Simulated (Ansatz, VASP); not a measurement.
## RbZnI3: VASP beside Ansatz

```
Rb Zn I
1.0
     5.72177    0.00000    0.00000
     0.00000    5.72177    0.00000
     0.00000    0.00000    5.72177
Rb Zn I
1 1 3
Direct
  0.00000 0.00000 0.00000
  0.50000 0.50000 0.50000
  0.50000 0.50000 0.00000
  0.50000 0.00000 0.50000
  0.00000 0.50000 0.50000
```

Alike in both runs: task single point; functional PBE; k mesh 4 × 4 × 4; occupations fermi-dirac, width 0.02 eV; no spin polarisation.

```csv
,VASP,Ansatz
version,VASP 6.6.1,Ansatz 0.2.0
potentials or method,"VASP PAW PBE potentials, release 64 (Rb_sv, Zn, I)","plane waves, PAW"
plane-wave cutoff (eV),520,420
valence electrons in the cell,42,72
```

|  | VASP | Ansatz | Ansatz less VASP |
| --- | --- | --- | --- |
| pressure (GPa) | 0.7 | 0.7 | -0.02 |

The functional is the same, so the differences come from potentials, cutoffs and numerics. VASP's potentials hold 42 valence electrons a cell and Ansatz's 72, so a difference there can come from the potentials and not from the codes.

Neither program's run includes spin-orbit coupling.
